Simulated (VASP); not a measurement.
Write the native input for VASP 6.6.1 that does the following.

```yaml
Task: relaxation of cell and atoms
Functional: PBE
Potentials_or_basis: VASP PAW PBE potentials, release 64 (Zr_sv, In_d, Se)
Cutoff: 600 eV
k_mesh: 6 × 6 × 2
Occupations: gaussian, width 0.1 eV
Spin: no spin polarisation
Dipole_correction: no
Further_INCAR_settings: ALGO = Normal; EDIFF = 1e-07; IBRION = 2; EDIFFG = -0.04; NSW = 90; ISIF = 3
```

The structure of ZrIn2Se3 lies in POSCAR:

```
ZrIn2Se3
1.0
    3.5186160460      0.0000000000      0.0000000000
    0.0000000000      3.5186160460      0.0000000000
    0.0000000000      0.0000000000     11.3832723651
Zr In Se
1 2 3
Direct
    0.5000000000      0.5000000000      0.5000000000
    0.5000000000      0.5000000000      0.8361208369
    0.5000000000      0.5000000000      0.1638791631
    0.0000000000      0.0000000000      0.0000000000
    0.0000000000      0.0000000000      0.6337623764
    0.0000000000      0.0000000000      0.3662376236
```

The cell was built from a structure type or drawn by symmetry, and may not be a known phase.

One way to write it, as run:

INCAR

```
SYSTEM = ZrIn2Se3
PREC     = Accurate       ! precision mode
ENCUT    = 600            ! plane-wave cutoff, eV
EDIFF    = 1E-7           ! SCF threshold, eV
ISMEAR   = 0              ! smearing method
SIGMA    = 0.1            ! smearing width, eV
LREAL    = .FALSE.        ! projectors in reciprocal space
LASPH    = .TRUE.         ! aspherical terms in the spheres
NELM     = 100            ! most SCF steps
ALGO     = Normal         ! electronic algorithm
ISIF     = 3              ! what is computed and relaxed
LWAVE    = .FALSE.        ! write WAVECAR
LCHARG   = .FALSE.        ! write CHGCAR
GGA      = PE             ! functional
IBRION   = 2              ! ionic algorithm
NSW      = 90             ! ionic steps
EDIFFG   = -0.04          ! ionic threshold
```

KPOINTS

```
Automatic mesh
0
G
  6 6 2
  0 0 0
```

Potentials or basis: VASP PAW PBE potentials, release 64 (Zr_sv, In_d, Se).

Run with:

```console
$ cat potpaw_PBE.64/Zr_sv/POTCAR potpaw_PBE.64/In_d/POTCAR potpaw_PBE.64/Se/POTCAR > POTCAR
$ mpirun -np 1 vasp_std > vasp.out
```

It gave:

* Relaxed volume: 23.27 Å³/atom
* Relaxed cell: a = 3.518 Å, b = 3.518 Å, c = 11.283 Å, α = 90.00°, β = 90.00°, γ = 90.00°
* Space group after relaxing (to 0.1 Å): P4/mmm (No. 123)
* Energy gained by relaxing: 3.2 meV/atom
* Ionic steps: 7
* Pressure after relaxing: -0.1 GPa
* Largest force after relaxing: 0.021 eV/Å
* Band gap on the k mesh: zero (bands 28 and 29 overlap by 0.55 eV)

Caveat: spin-orbit coupling is left out, which moves the levels of the heavy elements.

Run time: 22 min on 1 thread of Intel Xeon 8259CL, with other jobs on the host, peak memory 0.34 GiB.
